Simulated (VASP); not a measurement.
**RbBr: single point with PBE**

Crystal: RbBr.

```xyz
2
Lattice="0.0000 3.5294 3.5294 3.5294 0.0000 3.5294 3.5294 3.5294 0.0000" Properties=species:S:1:pos:R:3 pbc="T T T"
Rb    0.0000    0.0000    0.0000
Br    3.5294    3.5294    3.5294
```

This cell differs from its parent crystal: strain +2.0%.

```yaml
Program: VASP 6.6.1
Task: single point
Functional: PBE
Potentials_or_basis: VASP PAW PBE potentials, release 64 (Rb_sv, Br)
Cutoff: 520 eV
k_mesh: 6 × 6 × 6
Occupations: fermi-dirac, width 0.02 eV
Spin: no spin polarisation
```

```yaml
Pressure: -0.2 GPa
Band_gap_on_the_k_mesh: 4.15 eV, direct
```

Levels at points of the mesh, in eV from the valence-band top:
| k point | band 6 | band 7 | band 8 | band 9 | band 10 | band 11 |
| --- | --- | --- | --- | --- | --- | --- |
| (0.00, 0.00, 0.00) | 0.00 | 0.00 | 0.00 | 4.15 | 7.24 | 7.24 |
| (0.50, 0.00, 0.00) | -0.85 | -0.28 | -0.28 | 6.58 | 7.40 | 9.21 |
| (0.50, 0.50, 0.00) | -0.45 | -0.15 | -0.15 | 5.68 | 6.80 | 8.75 |

Wall time 23 s on 1 thread of Intel Xeon 6975P-C, on a shared host, peak memory 0.24 GiB.

Caveat: the cell differs from its parent crystal (strain +2.0%).
